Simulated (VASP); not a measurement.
Runs of VASP 6.6.1 on BaTiO3. The structure is that of space group Amm2 (No. 38), or close to it. The cells are those of the table. 

```csv
cell,gap on the mesh (eV),pressure (GPa),largest force (eV/Å)
"a = 3.772, b = 4.235, c = 4.235 Å, angles 79.4, 90.0, 90.0°, 5 atoms",1.96,7.3,1.12
"a = 3.944, b = 4.109, c = 4.109 Å, angles 87.0, 90.0, 90.0°, 5 atoms",2.38,3.9,0.31
"a = 4.063, b = 4.046, c = 4.046 Å, angles 92.1, 90.0, 90.0°, 5 atoms",(d),(a),0.79
"a = 3.673, b = 4.330, c = 4.330 Å, angles 74.9, 90.0, 90.0°, 5 atoms",(b),(c),2.22
```

Alike in all rows: task single point; level PBE+U; potentials or basis VASP PAW PBE potentials, release 64 (Ba_sv, Ti_sv, O); no spin polarisation; Ti d U = 4.0 eV; k mesh 6 × 6 × 6; cutoff (eV) 520; smearing gaussian 0.05 eV.

Problem. Fill in the values left out.

Solution. (a) 3.5; (b) 1.29; (c) 10.8; (d) 2.47.

Caveats: spin-orbit coupling is left out, which moves the levels of the heavy elements; forces of over 1 eV/Å act on the atoms, so gaps and moduli don't describe the material at rest (some runs).

A k mesh can miss the band edges, and the runs leave out spin-orbit coupling on Ba.
